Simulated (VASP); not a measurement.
Runs of VASP 6.6.1 on PbS (Galena). The structure is that of space group Fm-3m (No. 225), or close to it. The cells are those of the table. 

```tsv
cell	gap on the mesh (eV)	pressure (GPa)
a = 4.231 Å, angles 60.0°, 2 atoms	0.46	0.6
a = 4.118 Å, angles 60.0°, 2 atoms	0.15	(c)
a = 4.303 Å, angles 60.0°, 2 atoms	(a)	(b)
a = 4.267 Å, angles 60.0°, 2 atoms	0.54	-0.8
a = 4.157 Å, angles 60.0°, 2 atoms	0.26	3.9
a = 4.079 Å, angles 60.0°, 2 atoms	0.02	8.2
```

Alike in all rows: task single point; level PBE; potentials or basis VASP PAW PBE potentials, release 64 (Pb_d, S); no spin polarisation; k mesh 6 × 6 × 6; cutoff (eV) 500; smearing gaussian 0.01 eV.

Q: Fill in the values left out.

A: (a) 0.62; (b) -1.9; (c) 5.9.

Caveats: spin-orbit coupling is left out, which moves the levels of the heavy elements.

A k mesh can miss the band edges, and the runs leave out spin-orbit coupling on Pb.
